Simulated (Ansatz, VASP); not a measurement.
**Two plane-wave programs on Al2Cu**

```
Al Cu
1.0
     2.79517    0.00000    0.00000
    -1.39758    2.42069    0.00000
     0.00000    0.00000   13.04964
Al Cu
4 2
Direct
  0.33333 0.66667 0.00000
  0.66667 0.33333 0.81476
  0.66667 0.33333 0.18524
  0.66667 0.33333 0.50000
  0.33333 0.66667 0.65546
  0.33333 0.66667 0.34454
```

Alike in both runs: functional PBE; k mesh 18 × 18 × 4; occupations gaussian, width 0.1 eV; no spin polarisation.

Ansatz relaxed the structure, and its values are those at the end. VASP's run is a single point on that final structure, the one shown.

|  | VASP | Ansatz |
| --- | --- | --- |
| version | VASP 6.6.1 | Ansatz 0.2.0 |
| potentials or method | VASP PAW PBE potentials, release 64 (Al, Cu), cutoff 520 eV | scalar-relativistic, plane waves, PAW |
| valence electrons in the cell | 34 | 50 |

Ansatz gave:

```
gap on the k mesh at the Fermi level (eV) : none
pressure (GPa)                            : 0.0
rms of the force components (eV/Å)        : 0.002
```

Problem. Which values does VASP return?

Solution. gap on the k mesh at the Fermi level (eV): none; pressure (GPa): 0.3; rms of the force components (eV/Å): 0.006.

A gap of «none» marks a metal or a gap that the smearing closes. VASP's potentials hold 34 valence electrons a cell and Ansatz's 50, so a difference there can come from the potentials and not from the codes.
